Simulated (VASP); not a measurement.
# TiH2 (I4/mmm) in VASP: a series of runs, part 2 of 2

VASP 6.6.1. The steps go on from the part before.

## (3) Single point, r2SCAN

This run uses another cell than the first one, of 6.70 Å³/atom.

The input, POSCAR:

```
TiH2
1.0
   -1.5540946200      1.5540946200      2.0790256300
    1.5540946200     -1.5540946200      2.0790256300
    1.5540946200      1.5540946200     -2.0790256300
Ti H
1 2
Direct
    0.0000000000      0.0000000000      0.0000000000
    0.7500000000      0.2500000000      0.5000000000
    0.2500000000      0.7500000000      0.5000000000
```

The input, INCAR.step1:

```
PREC = Accurate
ENCUT = 520
ISMEAR = -1
SIGMA = 0.1
LREAL = F
LASPH = T
NELM = 80
NBANDS = 14
GGA = PE
ALGO = Normal
EDIFF = 1E-4
LWAVE = T
LCHARG = F
```

The input, INCAR.step2:

```
PREC = Accurate
ENCUT = 520
EDIFF = 1E-6
ISMEAR = -1
SIGMA = 0.1
LREAL = F
LASPH = T
NELM = 80
ALGO = Normal
ISIF = 2
LWAVE = F
LCHARG = F
METAGGA = R2SCAN
LMIXTAU = T
NBANDS = 14
ISTART = 1
```

The input, KPOINTS:

```
regular mesh
0
Gamma
  13 13 13
```

Potentials or basis: VASP PAW PBE potentials, release 64 (Ti_sv, H).

The run is started by

```console
$ cat potpaw_PBE.64/Ti_sv/POTCAR potpaw_PBE.64/H/POTCAR > POTCAR
$ cp INCAR.step1 INCAR
$ mpirun -np 1 vasp_std > vasp.out
$ cp INCAR.step2 INCAR
$ mpirun -np 1 vasp_std > vasp.out
```

OUTCAR:

```text
PREC = Accurate
   ENCUT = 520
   EDIFF = 1E-6
   ISMEAR = -1
   LREAL = F
   LASPH = T
   NELM = 80
   ISIF = 2
   METAGGA = R2SCAN
   ISTART = 1

 ion  position               nearest neighbor table
   1  0.000  0.000  0.000-   2 1.87   3 1.87   2 1.87   3 1.87   2 1.87   3 1.87   2 1.87   3 1.87

   2  0.750  0.250  0.500-   1 1.87   1 1.87   1 1.87   1 1.87
   3  0.250  0.750  0.500-   1 1.87   1 1.87   1 1.87   1 1.87

  LATTYP: Found a body centered tetragonal cell.
 ALAT       =     3.1081892400
 C/A-ratio  =     1.3377728764

  Lattice vectors:

 A1 = (  -1.5540946200,   1.5540946200,   2.0790256300)
 A2 = (   1.5540946200,  -1.5540946200,   2.0790256300)
 A3 = (   1.5540946200,   1.5540946200,  -2.0790256300)

Analysis of symmetry for initial positions (statically):
=====================================================================
 Subroutine PRICEL returns:
 Original cell was already a primitive cell.

 Routine SETGRP: Setting up the symmetry group for a
 body centered tetragonal supercell.

 Subroutine GETGRP returns: Found 16 space group operations
 (whereof 16 operations were pure point group operations)
 out of a pool of 16 trial point group operations.

The static configuration has the point symmetry D_4h.

Analysis of symmetry for dynamics (positions and initial velocities):
=====================================================================
 Subroutine PRICEL returns:
 Original cell was already a primitive cell.

 Routine SETGRP: Setting up the symmetry group for a
 body centered tetragonal supercell.

 Subroutine GETGRP returns: Found 16 space group operations
 (whereof 16 operations were pure point group operations)
 out of a pool of 16 trial point group operations.

The dynamic configuration has the point symmetry D_4h.

 Subroutine INISYM returns: Found 16 space group operations
 (whereof 16 operations are pure point group operations),
 and found     1 'primitive' translations

[... 123 lines left out ...]
   AEXX    =    0.0000 exact exchange contribution
   IVDW    =     0    specifies the selected vdW correction
   LEPSILON=     F    determine dielectric tensor
   LRPA    =     F    only Hartree local field effects (RPA)
 non-spin polarized calculation
  energy-cutoff  :      520.00
  volume of cell :       20.09
 maximum number of plane-waves:       558
   NGX = 11   NGY = 11   NGZ = 11

 number of electron      14.0000001 magnetization

 Free energy of the ion-electron system (eV)
  ---------------------------------------------------
  ext. energy  EPLUGINS =         0.00000000
  ---------------------------------------------------
  free energy    TOTEN  =       -21.46515250 eV

  energy without entropy =      -21.42718249  energy(sigma->0) =      -21.44616749

 E-fermi :   8.7002     XC(G=0): -12.7615

 val. band max:        8.6920494426   @ k =  -0.1538  -0.1538   0.1538
 cond. band min:       8.7014073688   @ k =  -0.0769   0.3077   0.0769
 fundamental gap:      0.0093579262
 Fermi energy:         8.7002252747

 k-point     1 :       0.0000    0.0000    0.0000
  band No.  band energies     occupation
      1     -50.8966      2.00000
      2     -25.8812      2.00000
      3     -25.8812      2.00000
      4     -25.8639      2.00000
      5      -2.9323      2.00000
      6       8.2937      1.96627
      7       8.2937      1.96626
      8       8.6892      1.05482
      9       8.9836      0.11106
     10      10.1588      0.00000
     11      10.6700      0.00000
     12      24.1343      0.00000
     13      25.6026      0.00000
     14      25.6026      0.00000
[... 377 lines left out ...]
      1     -50.8063      2.00000
      2     -26.3710      2.00000
      3     -26.0330      2.00000
      4     -25.9461      2.00000
      5       0.9564      2.00000
      6       2.7568      2.00000
      7       7.6228      1.99996
      8       9.1040      0.03467
      9      11.2389      0.00000
     10      11.6975      0.00000
     11      14.0688      0.00000
     12      16.8847      0.00000
     13      19.7281      0.00000
     14      22.5883      0.00000

 [... further k-points ...]

------------------------ aborting loop because EDIFF is reached ----------------------------------------

  FORCE on cell =-STRESS in cart. coord.  units (eV):
  Direction    XX          YY          ZZ          XY          YZ          ZX
  --------------------------------------------------------------------------------------
  -------------------------------------------------------------------------------------
  Total        1.3896341      1.3896341      1.2773619      0.0000000      0.0000000      0.0000000
  in kB      110.8501551    110.8501551    101.8942782      0.0000000      0.0000000      0.0000000
  external PRESSURE =     107.8648628 kB  Pullay stress =       0.0000000 kB

 VOLUME and BASIS-vectors are now :
 -----------------------------------------------------------------------------
  energy-cutoff  :      520.00
  volume of cell :       20.09
      direct lattice vectors                 reciprocal lattice vectors
    -1.554094620  1.554094620  2.079025630     0.000000000  0.321730732  0.240497276
     1.554094620 -1.554094620  2.079025630     0.321730732  0.000000000  0.240497276
     1.554094620  1.554094620 -2.079025630     0.321730732  0.321730732  0.000000000

 POSITION                                       TOTAL-FORCE (eV/Angst)
 -----------------------------------------------------------------------------------
      0.00000      0.00000      0.00000         0.000000     -0.000000     -0.000000
     -0.00000      1.55409      1.03951        -0.000000      0.000000     -0.000000
      1.55409     -0.00000      1.03951         0.000000     -0.000000      0.000000
 -----------------------------------------------------------------------------------
    total drift:                                0.000000      0.000000      0.000000

  FREE ENERGIE OF THE ION-ELECTRON SYSTEM (eV)
  ---------------------------------------------------
  free  energy   TOTEN  =       -21.4651525001 eV

  energy  without entropy=      -21.4271824861  energy(sigma->0) =      -21.44616749
```

Run time: 3.4 min. Hardware: 1 thread of Intel Xeon 8259CL, shared host; peak memory 0.19 GiB.

What came out:

```
Free energy            : -21.4652 eV
Pressure               : 10.8 GPa
Band gap on the k mesh : zero (bands 7 and 8 overlap by 0.75 eV)
```

Stress tensor (GPa, compression positive):
```
11.09  0.00  0.00
 0.00 11.09  0.00
 0.00  0.00 10.19
```

Caveat: the cell stands under pressure; the PAW data sets were made with another functional, which shifts forces and pressure a little.

## (4) Single point, r2SCAN

This run uses another cell than the first one, of 6.84 Å³/atom.

The input, POSCAR:

```
TiH2
1.0
   -1.5650393100      1.5650393100      2.0936671300
    1.5650393100     -1.5650393100      2.0936671300
    1.5650393100      1.5650393100     -2.0936671300
Ti H
1 2
Direct
    0.0000000000      0.0000000000      0.0000000000
    0.7500000000      0.2500000000      0.5000000000
    0.2500000000      0.7500000000      0.5000000000
```

The input, INCAR.step1:

```
SYSTEM = TiH2
PREC = Accurate
ENCUT = 520
ISMEAR = -1
SIGMA = 0.1
LREAL = .FALSE.
LASPH = .TRUE.
NELM = 100
NBANDS = 14
GGA = PE
ALGO = Normal
EDIFF = 1E-4
LWAVE = .TRUE.
LCHARG = .FALSE.
```

The input, INCAR.step2:

```
SYSTEM = TiH2
PREC = Accurate
ENCUT = 520
EDIFF = 1E-6
ISMEAR = -1
SIGMA = 0.1
LREAL = .FALSE.
LASPH = .TRUE.
NELM = 100
ALGO = Normal
ISIF = 2
LWAVE = .FALSE.
LCHARG = .TRUE.
METAGGA = R2SCAN
LMIXTAU = .TRUE.
LELF = .TRUE.
LVHAR = .TRUE.
NBANDS = 14
ISTART = 1
```

The input, KPOINTS:

```
regular mesh
0
G
  13 13 13
  0 0 0
```

Potentials or basis: VASP PAW PBE potentials, release 64 (Ti_sv, H).

The run is started by

```console
$ cat potpaw_PBE.64/Ti_sv/POTCAR potpaw_PBE.64/H/POTCAR > POTCAR
$ cp INCAR.step1 INCAR
$ mpirun -np 1 vasp_std > vasp.out
$ cp INCAR.step2 INCAR
$ mpirun -np 1 vasp_std > vasp.out
```

OUTCAR:

```text
SYSTEM = TiH2
   PREC = Accurate
   ENCUT = 520
   EDIFF = 1E-6
   ISMEAR = -1
   LREAL = .FALSE.
   LASPH = .TRUE.
   NELM = 100
   ISIF = 2
   METAGGA = R2SCAN
   ISTART = 1

 ion  position               nearest neighbor table
   1  0.000  0.000  0.000-   2 1.88   3 1.88   2 1.88   3 1.88   2 1.88   3 1.88   2 1.88   3 1.88

   2  0.750  0.250  0.500-   1 1.88   1 1.88   1 1.88   1 1.88
   3  0.250  0.750  0.500-   1 1.88   1 1.88   1 1.88   1 1.88

  LATTYP: Found a body centered tetragonal cell.
 ALAT       =     3.1300786200
 C/A-ratio  =     1.3377728704

  Lattice vectors:

 A1 = (  -1.5650393100,   1.5650393100,   2.0936671300)
 A2 = (   1.5650393100,  -1.5650393100,   2.0936671300)
 A3 = (   1.5650393100,   1.5650393100,  -2.0936671300)

Analysis of symmetry for initial positions (statically):
=====================================================================
 Subroutine PRICEL returns:
 Original cell was already a primitive cell.

 Routine SETGRP: Setting up the symmetry group for a
 body centered tetragonal supercell.

 Subroutine GETGRP returns: Found 16 space group operations
 (whereof 16 operations were pure point group operations)
 out of a pool of 16 trial point group operations.

The static configuration has the point symmetry D_4h.

Analysis of symmetry for dynamics (positions and initial velocities):
=====================================================================
 Subroutine PRICEL returns:
 Original cell was already a primitive cell.

 Routine SETGRP: Setting up the symmetry group for a
 body centered tetragonal supercell.

 Subroutine GETGRP returns: Found 16 space group operations
 (whereof 16 operations were pure point group operations)
 out of a pool of 16 trial point group operations.

The dynamic configuration has the point symmetry D_4h.

 Subroutine INISYM returns: Found 16 space group operations
 (whereof 16 operations are pure point group operations),
 and found     1 'primitive' translations

[... 127 lines left out ...]
 non-spin polarized calculation
  energy-cutoff  :      520.00
  volume of cell :       20.51
 maximum number of plane-waves:       563
   NGX = 11   NGY = 11   NGZ = 11

 number of electron      13.9999997 magnetization

 Free energy of the ion-electron system (eV)
  ---------------------------------------------------
  ext. energy  EPLUGINS =         0.00000000
  ---------------------------------------------------
  free energy    TOTEN  =       -21.48962067 eV

  energy without entropy =      -21.45067158  energy(sigma->0) =      -21.47014612

 E-fermi :   8.4827     XC(G=0): -12.6482

 val. band max:        8.4744105836   @ k =   0.0000   0.0000   0.0000
 cond. band min:       8.4871047423   @ k =  -0.0769   0.3077   0.0769
 fundamental gap:      0.0126941587
 Fermi energy:         8.4826628132

 k-point     1 :       0.0000    0.0000    0.0000
  band No.  band energies     occupation
      1     -51.1510      2.00000
      2     -26.1496      2.00000
      3     -26.1495      2.00000
      4     -26.1340      2.00000
      5      -3.0400      2.00000
      6       8.0854      1.96306
      7       8.0854      1.96305
      8       8.4744      1.04124
      9       8.7402      0.14154
     10       9.8973      0.00000
     11      10.3956      0.00000
     12      23.7285      0.00000
     13      25.2170      0.00000
     14      25.2170      0.00000
[... 377 lines left out ...]
      1     -51.0687      2.00000
      2     -26.6044      2.00000
      3     -26.2908      2.00000
      4     -26.2104      2.00000
      5       0.8271      2.00000
      6       2.5641      2.00000
      7       7.4351      1.99994
      8       8.8770      0.03804
      9      10.9489      0.00000
     10      11.3917      0.00000
     11      13.6926      0.00000
     12      16.5570      0.00000
     13      19.2887      0.00000
     14      22.1360      0.00000

 [... further k-points ...]

------------------------ aborting loop because EDIFF is reached ----------------------------------------

  FORCE on cell =-STRESS in cart. coord.  units (eV):
  Direction    XX          YY          ZZ          XY          YZ          ZX
  --------------------------------------------------------------------------------------
  -------------------------------------------------------------------------------------
  Total        0.9164411      0.9164411      0.8430942      0.0000000      0.0000000      0.0000000
  in kB       71.5808760     71.5808760     65.8519358      0.0000000      0.0000000      0.0000000
  external PRESSURE =      69.6712293 kB  Pullay stress =       0.0000000 kB

 VOLUME and BASIS-vectors are now :
 -----------------------------------------------------------------------------
  energy-cutoff  :      520.00
  volume of cell :       20.51
      direct lattice vectors                 reciprocal lattice vectors
    -1.565039310  1.565039310  2.093667130     0.000000000  0.319480793  0.238815422
     1.565039310 -1.565039310  2.093667130     0.319480793  0.000000000  0.238815422
     1.565039310  1.565039310 -2.093667130     0.319480793  0.319480793  0.000000000

 POSITION                                       TOTAL-FORCE (eV/Angst)
 -----------------------------------------------------------------------------------
      0.00000      0.00000      0.00000        -0.000000      0.000000     -0.000000
     -0.00000      1.56504      1.04683        -0.000000     -0.000000      0.000000
      1.56504     -0.00000      1.04683         0.000000      0.000000     -0.000000
 -----------------------------------------------------------------------------------
    total drift:                                0.000000      0.000000      0.000000

  FREE ENERGIE OF THE ION-ELECTRON SYSTEM (eV)
  ---------------------------------------------------
  free  energy   TOTEN  =       -21.4896206664 eV

  energy  without entropy=      -21.4506715813  energy(sigma->0) =      -21.47014612
```

OUTCAR.step1:

```text
SYSTEM = TiH2
   PREC = Accurate
   ENCUT = 520
   ISMEAR = -1
   LREAL = .FALSE.
   LASPH = .TRUE.
   NELM = 100
[... 632 lines left out ...]
      0.00000      0.00000      0.00000         0.000000     -0.000000      0.000000
     -0.00000      1.56504      1.04683        -0.000000      0.000000     -0.000000
      1.56504     -0.00000      1.04683         0.000000     -0.000000      0.000000
 -----------------------------------------------------------------------------------
    total drift:                                0.000000      0.000000      0.000000

  FREE ENERGIE OF THE ION-ELECTRON SYSTEM (eV)
  ---------------------------------------------------
  free  energy   TOTEN  =       -16.0732685829 eV

  energy  without entropy=      -16.0302847073  energy(sigma->0) =      -16.05177665
```

OSZICAR.step1:

```text
N       E                     dE             d eps       ncg     rms          rms(c)
DAV:   1     0.987787029792E+02    0.98779E+02   -0.71067E+03  5488   0.117E+03
DAV:   2    -0.133281903525E+02   -0.11211E+03   -0.10784E+03  5806   0.309E+02
DAV:   3    -0.184258704694E+02   -0.50977E+01   -0.50548E+01  7450   0.666E+01
DAV:   4    -0.185339050935E+02   -0.10803E+00   -0.10795E+00  6032   0.851E+00
DAV:   5    -0.185367713324E+02   -0.28662E-02   -0.28662E-02  6510   0.123E+00    0.146E+01
DAV:   6    -0.161729585110E+02    0.23638E+01   -0.30627E+00  5710   0.304E+01    0.334E+00
DAV:   7    -0.160802683116E+02    0.92690E-01   -0.35105E-01  6906   0.505E+00    0.150E+00
DAV:   8    -0.160727264405E+02    0.75419E-02   -0.73421E-02  6266   0.361E+00    0.618E-01
DAV:   9    -0.160737056253E+02   -0.97918E-03   -0.74303E-03  7728   0.123E+00    0.210E-01
DAV:  10    -0.160732754053E+02    0.43022E-03   -0.13214E-03  5866   0.608E-01    0.181E-02
DAV:  11    -0.160732685829E+02    0.68223E-05   -0.49243E-05  3656   0.923E-02
   1 F= -.16073269E+02 E0= -.16051777E+02  d E =-.429839E-01
```

Run time: 4 min. Hardware: 1 thread of Intel Xeon 8259CL, shared host; peak memory 0.19 GiB.

Results:

* Free energy: -21.4896 eV
* Pressure: 7.0 GPa
* Band gap on the k mesh: zero (bands 7 and 8 overlap by 0.73 eV)

Levels at points of the mesh, in eV from the Fermi level:
```tsv
k point	band 3	band 4	band 5	band 6	band 7	band 8	band 9	band 10	band 11	band 12
(0.00, 0.00, 0.00)	-34.63	-34.62	-11.52	-0.40	-0.40	-0.01	0.26	1.41	1.91	15.25
```

Caveat: the cell stands under pressure; the PAW data sets were made with another functional, which shifts forces and pressure a little.

## (5) Single point, r2SCAN

This run uses another cell than the first one, of 6.98 Å³/atom.

The input, POSCAR:

```
TiH2
1.0
   -1.5758330300      1.5758330300      2.1081066700
    1.5758330300     -1.5758330300      2.1081066700
    1.5758330300      1.5758330300     -2.1081066700
Ti H
1 2
Direct
    0.0000000000      0.0000000000      0.0000000000
    0.7500000000      0.2500000000      0.5000000000
    0.2500000000      0.7500000000      0.5000000000
```

The input, INCAR.step1:

```
SYSTEM = TiH2
  PREC = Accurate
  ENCUT = 520
  ISMEAR = -1
  SIGMA = 0.1
  LREAL = .False.
  LASPH = .True.
  NELM = 80
  NBANDS = 14
  GGA = PE
  ALGO = Normal
  EDIFF = 1E-4
  LWAVE = .True.
  LCHARG = .False.
```

The input, INCAR.step2:

```
SYSTEM = TiH2
  PREC = Accurate
  ENCUT = 520
  EDIFF = 1E-7
  ISMEAR = -1
  SIGMA = 0.1
  LREAL = .False.
  LASPH = .True.
  NELM = 80
  ALGO = Normal
  ISIF = 2
  LWAVE = .False.
  LCHARG = .False.
  METAGGA = R2SCAN
  LMIXTAU = .True.
  NBANDS = 14
  ISTART = 1
```

The input, KPOINTS:

```
Automatic mesh
0
Gamma
  13 13 13
  0 0 0
```

The run is started by

```console
$ cat potpaw_PBE.64/Ti_sv/POTCAR potpaw_PBE.64/H/POTCAR > POTCAR
$ cp INCAR.step1 INCAR
$ mpirun -np 1 vasp_std > vasp.out
$ cp INCAR.step2 INCAR
$ mpirun -np 1 vasp_std > vasp.out
```

It took 4.6 min on 1 thread of Intel Xeon 8259CL, shared host; peak memory 0.19 GiB.

The run converged. Its results:

```yaml
Free_energy: -21.5043 eV
Pressure: 3.5 GPa
Band_gap_on_the_k_mesh: zero (bands 7 and 8 overlap by 0.72 eV)
```

Stress tensor (GPa, compression positive):
```
3.62 0.00 0.00
0.00 3.62 0.00
0.00 0.00 3.33
```

Levels at points of the mesh, in eV from the Fermi level:
```csv
k point,band 3,band 4,band 5,band 6,band 7,band 8,band 9,band 10,band 11,band 12
"(0.00, 0.00, 0.00)",-34.68,-34.67,-11.41,-0.39,-0.39,-0.01,0.23,1.37,1.86,15.06
```

Caveat: the cell stands under pressure; the PAW data sets were made with another functional, which shifts forces and pressure a little.

## (6) The runs side by side

| cell | k mesh | gap on the mesh (eV) | pressure (GPa) |
| --- | --- | --- | --- |
| a = 3.088 Å, angles 118.2, 118.2, 93.2°, 3 atoms | 10 × 10 × 10 | none | 0.4 |
| a = 3.025 Å, angles 118.2, 118.2, 93.2°, 3 atoms | 13 × 13 × 13 | none | 10.8 |
| a = 3.047 Å, angles 118.2, 118.2, 93.2°, 3 atoms | 13 × 13 × 13 | none | 7.0 |
| a = 3.068 Å, angles 118.2, 118.2, 93.2°, 3 atoms | 13 × 13 × 13 | none | 3.5 |

Alike in all rows: task single point; level r2SCAN; potentials or basis VASP PAW PBE potentials, release 64 (Ti_sv, H); no spin polarisation; cutoff (eV) 520; smearing fermi-dirac 0.1 eV.

Caveats: the PAW data sets were made with another functional, which shifts forces and pressure a little; the cell stands under pressure (at least some runs).

Absolute energies hang on the potentials; compare differences alone.
